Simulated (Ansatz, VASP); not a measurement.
**Two plane-wave programs on GaSb3**

```
Ga Sb
1.0
     4.73268    0.00000    0.00000
     0.00000    4.73268    0.00000
     0.00000    0.00000    4.73268
Ga Sb
1 3
Direct
  0.00000 0.00000 0.00000
  0.00000 0.50000 0.50000
  0.50000 0.00000 0.50000
  0.50000 0.50000 0.00000
```

Alike in both runs: functional PBE; k mesh 4 × 4 × 4; occupations gaussian, width 0.2 eV; no spin polarisation.

Ansatz relaxed the structure, and its values are those at the end. VASP's run is a single point on that final structure, the one shown.

```csv
,VASP,Ansatz
version,VASP 6.6.1,Ansatz 0.2.0
potentials or method,"VASP PAW PBE potentials, release 64 (Ga_d, Sb), cutoff 500 eV","scalar-relativistic, plane waves, PAW"
valence electrons in the cell,28,58
```

|  | VASP | Ansatz | Ansatz less VASP |
| --- | --- | --- | --- |
| gap on the k mesh at the Fermi level (eV) | none | none | - |
| pressure (GPa) | -0.4 | -0.3 | +0.08 |

A gap of «none» marks a metal or a gap that the smearing closes. The functional is the same, so the differences come from potentials, cutoffs and numerics. VASP's potentials hold 28 valence electrons a cell and Ansatz's 58, so a difference there can come from the potentials and not from the codes.

Neither program's run includes spin-orbit coupling.
